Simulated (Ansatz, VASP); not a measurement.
One calculation of Al16Au, two programs

```
Al Au
1.0
     5.63242    0.00000    0.00000
     0.00000    7.96545    0.00000
     0.00000    0.00000   21.22935
Al Au
16 1
Direct
  0.25000 0.25000 0.18842
  0.25000 0.75000 0.18842
  0.75000 0.25000 0.18842
  0.75000 0.75000 0.18842
  0.00000 0.00000 0.25475
  0.00000 0.50000 0.25475
  0.50000 0.00000 0.25475
  0.50000 0.50000 0.25475
  0.25000 0.25000 0.32410
  0.25000 0.75000 0.32410
  0.75000 0.25000 0.32410
  0.75000 0.75000 0.32410
  0.00000 0.00000 0.38764
  0.00000 0.50000 0.38764
  0.50000 0.00000 0.38764
  0.50000 0.50000 0.38764
  0.16667 0.25000 0.49127
```

Alike in both runs: task single point; functional PBE; dispersion D3(BJ); k mesh 5 × 4 × 1; occupations gaussian, width 0.1 eV; no spin polarisation.

|  | VASP | Ansatz |
| --- | --- | --- |
| version | VASP 6.6.1 | Ansatz 0.2.0 |
| potentials or method | VASP PAW PBE potentials, release 64 (Al, Au), cutoff 520 eV | scalar-relativistic, plane waves, PAW |
| valence electrons in the cell | 59 | 67 |

```tsv
	VASP	Ansatz	Ansatz less VASP
gap on the k mesh at the Fermi level (eV)	none	none	-
rms of the force components (eV/Å)	0.297	0.297	-0.0001
```

Atom by atom the forces differ by 0.002 eV/Å (rms over components). A gap of «none» marks a metal or a gap that the smearing closes. VASP's potentials hold 59 valence electrons a cell and Ansatz's 67, so a difference there can come from the potentials and not from the codes.

Neither program's run includes spin-orbit coupling.
